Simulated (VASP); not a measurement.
# Mg2Zn3O (P-62m) in VASP: single point with PBE

Aim: the single point of Mg2Zn3O with PBE.

All numbers are computed with VASP 6.6.1; they aren't measurements. Logs are shortened: lines on timing, memory, paths and dates and some standing lists are left out, and cuts for length are marked.

## 1. The cell of the first run

The structure is hexagonal, space group P-62m (No. 189). The conventional cell has a = 4.431 Å, b = 4.431 Å, c = 5.580 Å, α = 90.00°, β = 90.00°, γ = 120.00°. Mg (site symmetry -6) has 3 Mg at 2.56 Å and 3 O at 2.56 Å and 6 Zn at 3.16 Å within 3.4 Å. Within 3.3 Å of Zn (site symmetry m2m) lie 6 Zn at 2.53 to 2.57 Å and 2 O at 3.15 Å and 4 Mg at 3.16 Å. Within 3.4 Å of O (site symmetry -62m) lie 6 Mg at 2.56 Å and 6 Zn at 3.15 Å.

## 2. Single point, PBE

INCAR

```
PREC = Accurate ; ENCUT = 600
EDIFF = 1E-6 ; ISMEAR = 0
SIGMA = 0.2 ; LREAL = False
LASPH = True ; NELM = 120
ALGO = Normal ; ISIF = 2
LWAVE = False ; LCHARG = False
GGA = PE ; NBANDS = 32
GGA_COMPAT = False
```

KPOINTS

```
Automatic mesh
0
Gamma
  4 4 3
```

POSCAR

```
Mg2Zn3O
1.0
    4.4312095593     -0.0000000028      0.0000000000
   -2.2156047772      3.8375400492      0.0000000000
    0.0000000000      0.0000000000      5.5797576996
Mg Zn O
2 3 1
Direct
    0.3333333333      0.6666666667      0.0000000000
    0.6666666667      0.3333333333      0.0000000000
    0.6702544852      0.0000000000      0.5000000000
    0.0000000000      0.6702544852      0.5000000000
    0.3297455148      0.3297455148      0.5000000000
    0.0000000000      0.0000000000      0.0000000000
```

Potentials or basis: VASP PAW PBE potentials, release 64 (Mg, Zn, O).

Launch:

```
cat potpaw_PBE.64/Mg/POTCAR potpaw_PBE.64/Zn/POTCAR potpaw_PBE.64/O/POTCAR > POTCAR
mpirun -np 1 vasp_std > vasp.out
```

OUTCAR:

```text
PREC = Accurate
   ENCUT = 600
   EDIFF = 1E-6
   ISMEAR = 0
   LREAL = False
   LASPH = True
   NELM = 120
   ISIF = 2
   GGA = PE

 ion  position               nearest neighbor table
   1  0.333  0.667  0.000-   2 2.56   6 2.56   2 2.56   6 2.56   6 2.56   2 2.56   4 3.16   4 3.16
                             3 3.16   3 3.16   5 3.16   5 3.16
   2  0.667  0.333  0.000-   1 2.56   6 2.56   1 2.56   6 2.56   6 2.56   1 2.56   3 3.16   3 3.16
                             4 3.16   4 3.16   5 3.16   5 3.16
   3  0.670  0.000  0.500-   4 2.53   5 2.53   4 2.57   5 2.57   5 2.57   4 2.57   2 3.16   2 3.16
                             1 3.16   1 3.16
   4  0.000  0.670  0.500-   5 2.53   3 2.53   3 2.57   5 2.57   5 2.57   3 2.57   1 3.16   1 3.16
                             2 3.16   2 3.16
   5  0.330  0.330  0.500-   4 2.53   3 2.53   3 2.57   4 2.57   3 2.57   4 2.57   1 3.16   1 3.16
                             2 3.16   2 3.16
   6  0.000  0.000  0.000-   1 2.56   2 2.56   1 2.56   2 2.56   2 2.56   1 2.56

  LATTYP: Found a hexagonal cell.
 ALAT       =     4.4312095593
 C/A-ratio  =     1.2591951757

  Lattice vectors:

 A1 = (   4.4312095593,  -0.0000000028,   0.0000000000)
 A2 = (  -2.2156047772,   3.8375400492,   0.0000000000)
 A3 = (   0.0000000000,   0.0000000000,   5.5797576996)

Analysis of symmetry for initial positions (statically):
=====================================================================
 Subroutine PRICEL returns:
 Original cell was already a primitive cell.

 Routine SETGRP: Setting up the symmetry group for a
 hexagonal supercell.

 Subroutine GETGRP returns: Found 12 space group operations
 (whereof 12 operations were pure point group operations)
 out of a pool of 24 trial point group operations.

The static configuration has the point symmetry D_3h.

Analysis of symmetry for dynamics (positions and initial velocities):
=====================================================================
 Subroutine PRICEL returns:
 Original cell was already a primitive cell.

 Routine SETGRP: Setting up the symmetry group for a
 hexagonal supercell.

 Subroutine GETGRP returns: Found 12 space group operations
 (whereof 12 operations were pure point group operations)
 out of a pool of 24 trial point group operations.

The dynamic configuration has the point symmetry D_3h.

 Subroutine INISYM returns: Found 12 space group operations
 (whereof 12 operations are pure point group operations),
 and found     1 'primitive' translations

----------------------------------------------------------------------------------------

                                     Primitive cell

  volume of cell :      94.8835

  direct lattice vectors                    reciprocal lattice vectors
     4.431209559 -0.000000003  0.000000000     0.225672017  0.130291800  0.000000000
    -2.215604777  3.837540049  0.000000000     0.000000000  0.260583600  0.000000000
     0.000000000  0.000000000  5.579757700     0.000000000  0.000000000  0.179219252

  length of vectors
     4.431209559  4.431209559  5.579757700     0.260583600  0.260583600  0.179219252

  position of ions in fractional coordinates (direct lattice)
     0.333333333  0.666666667  0.000000000
     0.666666667  0.333333333  0.000000000
     0.670254485  1.000000000  0.500000000
     0.000000000  0.670254485  0.500000000
     0.329745515  0.329745515  0.500000000
     0.000000000  0.000000000  0.000000000

  ion indices of the primitive-cell ions
   primitive index   ion index
                 1           1
                 2           2
                 3           3
                 4           4
                 5           5
                 6           6

----------------------------------------------------------------------------------------

 KPOINTS: Automatic mesh

Automatic generation of k-mesh.
 Grid dimensions read from file:
 generate k-points for:    4    4    3

 Generating k-lattice:

  Cartesian coordinates                     Fractional coordinates (reciprocal lattice)
     0.056418004  0.032572950  0.000000000     0.250000000  0.000000000  0.000000000
     0.000000000  0.065145900  0.000000000    -0.000000000  0.250000000  0.000000000
     0.000000000  0.000000000  0.059739751     0.000000000  0.000000000  0.333333333

  Length of vectors
     0.065145900  0.065145900  0.059739751

  Shift w.r.t. Gamma in fractional coordinates (k-lattice)
     0.000000000  0.000000000  0.000000000

 Subroutine IBZKPT returns following result:
 ===========================================

 Found      8 irreducible k-points:

 Following reciprocal coordinates:
            Coordinates               Weight
  0.000000  0.000000  0.000000      1.000000
  0.250000  0.000000  0.000000      6.000000
  0.500000  0.000000  0.000000      3.000000
  0.250000  0.250000  0.000000      6.000000
  0.000000  0.000000  0.333333      2.000000
  0.250000  0.000000  0.333333     12.000000
  0.500000  0.000000  0.333333      6.000000
  0.250000  0.250000  0.333333     12.000000
   k-points           NKPTS =      8   k-points in BZ     NKDIM =      8   number of bands    NBANDS=     32
   number of dos      NEDOS =    301   number of ions     NIONS =      6
   total plane-waves  NPLWV =  62208
   dimension x,y,z NGX =    36 NGY =   36 NGZ =   48
   dimension x,y,z NGXF=    72 NGYF=   72 NGZF=   96
   ions per type =               2   3   1
   NGX,Y,Z   is equivalent  to a cutoff of  13.51, 13.51, 14.30 a.u.
   NGXF,Y,Z  is equivalent  to a cutoff of  27.01, 27.01, 28.60 a.u.
 SYSTEM =  unknown system
   PREC   = accura    normal or accurate (medium, high low for compatibility)
   ISTART =      0    job   : 0-new  1-cont  2-samecut
   ICHARG =      2    charge: 1-file 2-atom 10-const
   ISPIN  =      1    spin polarized calculation?
   LNONCOLLINEAR =      F non collinear calculations
   LSORBIT =      F    spin-orbit coupling
   LASPH  =      T    aspherical Exc in radial PAW
   ENCUT  =  600.0 eV  44.10 Ry    6.64 a.u.   8.85  8.85 11.14*2*pi/ulx,y,z
   NELM   =    120;   NELMIN=  2; NELMDL= -5     # of ELM steps
   EDIFF  = 0.1E-05   stopping-criterion for ELM
   LREAL  =      F    real-space projection
   EDIFFG = 0.1E-04   stopping-criterion for IOM
   NSW    =      0    number of steps for IOM
   IBRION =     -1    ionic relax: 0-MD 1-quasi-New 2-CG
   NFREE  =      0    steps in history (QN), initial steepest desc. (CG)
   ISIF   =      2    stress and relaxation
   ISYM   =      2    0-nonsym 1-usesym 2-fastsym
   POTIM  = 0.5000    time-step for ionic-motion
   TEBEG  =    0.0;   TEEND  =   0.0 temperature during run
   PSTRESS=    0.0 pullay stress
   NELECT =      46.0000    total number of electrons
   NUPDOWN=      -1.0000    fix difference up-down
   EMIN   =  10.00;   EMAX   =-10.00  energy-range for DOS
   EFERMI =   0.00;   METHOD = LEGACY
   ISMEAR =     0;   SIGMA  =   0.20  broadening in eV -4-tet -1-fermi 0-gaus
   EFERMI_NEDOS =   21; number of points for ismear=-14 and -15
   IALGO  =     38    algorithm
   IMIX   =      4    mixing-type and parameters
     AMIX     =   0.40;   BMIX     =  1.00
     AMIX_MAG =   1.60;   BMIX_MAG =  1.00
  volume/ion in A,a.u.               =      15.81       106.72
  Fermi-wavevector in a.u.,A,eV,Ry     =   1.286068  2.430316 22.503640  1.653971
  Thomas-Fermi vector in A             =   2.418165
   LORBIT       =      0    0 simple, 1 ext, 2 COOP (PROOUT), +10 PAW based schemes
   GGA     = PE    functional components
   LHFCALC =     F    Hartree Fock is set to
   AEXX    =    0.0000 exact exchange contribution
   IVDW    =     0    specifies the selected vdW correction
   LEPSILON=     F    determine dielectric tensor
   LRPA    =     F    only Hartree local field effects (RPA)
 non-spin polarized calculation
 Gauss-broadening in eV      SIGMA  =   0.20
  energy-cutoff  :      600.00
  volume of cell :       94.88
 maximum number of plane-waves:      3184
 NGX is ok and might be reduce to    36
   NGX = 17   NGY = 17   NGZ = 23

 number of electron      46.0000011 magnetization

 Free energy of the ion-electron system (eV)
  ---------------------------------------------------
  ext. energy  EPLUGINS =         0.00000000
  ---------------------------------------------------
  free energy    TOTEN  =       -11.73931790 eV

  energy without entropy =      -11.69524724  energy(sigma->0) =      -11.71728257

 E-fermi :   2.9964     XC(G=0): -10.2954

 val. band max:        2.9209070175   @ k =   0.5000   0.0000   0.3333
 cond. band min:       3.0346361775   @ k =   0.2500   0.0000   0.0000
 fundamental gap:      0.1137291600
 Fermi energy:         2.9964363303

 k-point     1 :       0.0000    0.0000    0.0000
  band No.  band energies     occupation
      1     -14.2549      2.00000
      2      -6.1681      2.00000
      3      -4.5821      2.00000
      4      -4.5665      2.00000
      5      -4.5634      2.00000
      6      -4.5634      2.00000
[... 24 lines left out ...]
     31       8.9533      0.00000
     32       8.9533      0.00000

 k-point     2 :       0.2500    0.0000    0.0000
  band No.  band energies     occupation
      1     -14.2191      2.00000
      2      -5.6458      2.00000
      3      -5.1058      2.00000
      4      -4.8440      2.00000
      5      -4.7646      2.00000
      6      -4.6912      2.00000
[... 24 lines left out ...]
     31       9.6448      0.00000
     32      10.2809      0.00000
[... 173 lines left out ...]
     31      10.5893      0.00000
     32      11.3823      0.00000

 k-point     8 :       0.2500    0.2500    0.3333
  band No.  band energies     occupation
      1     -14.1800      2.00000
      2      -5.2284      2.00000
      3      -5.2266      2.00000
      4      -5.1962      2.00000
      5      -4.7747      2.00000
      6      -4.7461      2.00000
[... 24 lines left out ...]
     31      10.5067      0.00000
     32      11.3576      0.00000

------------------------ aborting loop because EDIFF is reached ----------------------------------------

  FORCE on cell =-STRESS in cart. coord.  units (eV):
  Direction    XX          YY          ZZ          XY          YZ          ZX
  --------------------------------------------------------------------------------------
  -------------------------------------------------------------------------------------
  Total       -0.2966423     -0.2966423      0.2230288     -0.0000000     -0.0000000      0.0000000
  in kB       -5.0090241     -5.0090241      3.7660066     -0.0000000     -0.0000000      0.0000000
  external PRESSURE =      -2.0840138 kB  Pullay stress =       0.0000000 kB

 VOLUME and BASIS-vectors are now :
 -----------------------------------------------------------------------------
  energy-cutoff  :      600.00
  volume of cell :       94.88
      direct lattice vectors                 reciprocal lattice vectors
     4.431209559 -0.000000003  0.000000000     0.225672017  0.130291800  0.000000000
    -2.215604777  3.837540049  0.000000000     0.000000000  0.260583600  0.000000000
     0.000000000  0.000000000  5.579757700     0.000000000  0.000000000  0.179219252

 POSITION                                       TOTAL-FORCE (eV/Angst)
 -----------------------------------------------------------------------------------
      0.00000      2.55836      0.00000         0.000000      0.000000     -0.000000
      2.21560      1.27918      0.00000         0.000000      0.000000     -0.000000
      2.97004     -0.00000      2.78988        -0.019863      0.000000     -0.000000
     -1.48502      2.57213      2.78988         0.009931     -0.017202     -0.000000
      0.73059      1.26541      2.78988         0.009931      0.017202      0.000000
      0.00000      0.00000      0.00000         0.000000      0.000000     -0.000000
 -----------------------------------------------------------------------------------
    total drift:                               -0.000001     -0.000001     -0.000001

  FREE ENERGIE OF THE ION-ELECTRON SYSTEM (eV)
  ---------------------------------------------------
  free  energy   TOTEN  =       -11.7393179021 eV

  energy  without entropy=      -11.6952472385  energy(sigma->0) =      -11.71728257
```

Run time: 19 s. Hardware: 1 thread of Intel Xeon 6975P-C (Granite Rapids), shared host; peak memory 0.24 GiB.

Results:

```yaml
Free_energy: -11.7393 eV
Pressure: -0.2 GPa
Largest_force: 0.020 eV/Å
Band_gap_on_the_k_mesh: zero (band 23 reaches 4.74 eV, above the bottom of band 24 at 2.92 eV)
```

Forces on the atoms (eV/Å):
```
Mg   0.000  0.000  0.000
Mg   0.000  0.000  0.000
Zn  -0.020  0.000  0.000
Zn   0.010 -0.017  0.000
Zn   0.010  0.017  0.000
O    0.000  0.000  0.000
```

Stress tensor (GPa, compression positive):
```
-0.50  0.00  0.00
 0.00 -0.50  0.00
 0.00  0.00  0.38
```

Levels at points of the mesh, in eV from the Fermi level:
| k point | band 20 | band 21 | band 22 | band 23 | band 24 | band 25 | band 26 | band 27 |
| --- | --- | --- | --- | --- | --- | --- | --- | --- |
| (0.00, 0.00, 0.00) | -3.44 | -1.79 | -0.22 | 1.29 | 1.29 | 1.71 | 2.79 | 3.13 |
| (0.50, 0.00, 0.00) | -3.67 | -2.87 | -1.41 | -0.52 | 0.50 | 1.54 | 1.64 | 1.96 |

Caveat: the k points lie up to 0.41 Å⁻¹ apart.
